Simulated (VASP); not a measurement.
The system is LiCl.

```
CELL_PARAMETERS angstrom
3.91421 0.00000 0.00000
-1.95711 3.38980 0.00000
0.00000 0.00000 6.39188
ATOMIC_POSITIONS crystal
Li 0.00000 0.00000 0.00000
Li 0.33333 0.66667 0.50000
Cl 0.00000 0.00000 0.37500
Cl 0.33333 0.66667 0.87500
```

| Item | Value |
| --- | --- |
| Program | VASP 6.6.1 |
| Task | relaxation of cell and atoms |
| Functional | PBEsol |
| Potentials or basis | VASP PAW PBE potentials, release 64 (Li_sv, Cl) |
| Cutoff | 600 eV |
| k mesh | 9 × 9 × 4 |
| Occupations | gaussian, width 0.02 eV |
| Spin | no spin polarisation |

At the start: pressure -1.2 GPa; volume 21.20 Å³/atom.

Q: Where does the relaxation end?

A: Over 11 steps the energy falls by 4.8 meV/atom and the volume is 20.12 Å³/atom (-5.1 %); space group P6_3mc (No. 186, to 0.05 Å).

Step by step:
| step | energy change (eV) | largest force (eV/Å) | pressure (GPa) | volume (Å³) |
| --- | --- | --- | --- | --- |
| 1 | 0.0000 | 0.0221 | -1.20 | 84.81 |
| 2 | -0.0118 | 0.0232 | -0.70 | 82.88 |
| 3 | -0.0173 | 0.0255 | -0.03 | 80.62 |
| 4 | -0.0174 | 0.0257 | 0.02 | 80.46 |
| 5 | -0.0176 | 0.0232 | 0.02 | 80.47 |
| 6 | -0.0182 | 0.0164 | 0.01 | 80.48 |
| 7 | -0.0190 | 0.0041 | 0.00 | 80.51 |
| 8 | -0.0188 | 0.0159 | -0.03 | 80.56 |
| 9 | -0.0192 | 0.0044 | -0.01 | 80.53 |
| 10 | -0.0192 | 0.0036 | -0.01 | 80.53 |
| 11 | -0.0192 | 0.0035 | 0.01 | 80.46 |

Final structure:
```
CELL_PARAMETERS angstrom
3.88295 0.00000 0.00000
-1.94148 3.36274 0.00000
0.00000 0.00000 6.16226
ATOMIC_POSITIONS crystal
Li 0.00000 0.00000 0.99605
Li 0.33333 0.66667 0.49605
Cl 0.00000 0.00000 0.37895
Cl 0.33333 0.66667 0.87895
```

Caveat: the cutoff is under 1.25 times the usual one of these potentials, so pressure, stress and relaxed cells hold a basis-set (Pulay) error; the PAW data sets were made with another functional, which shifts forces and pressure a little.
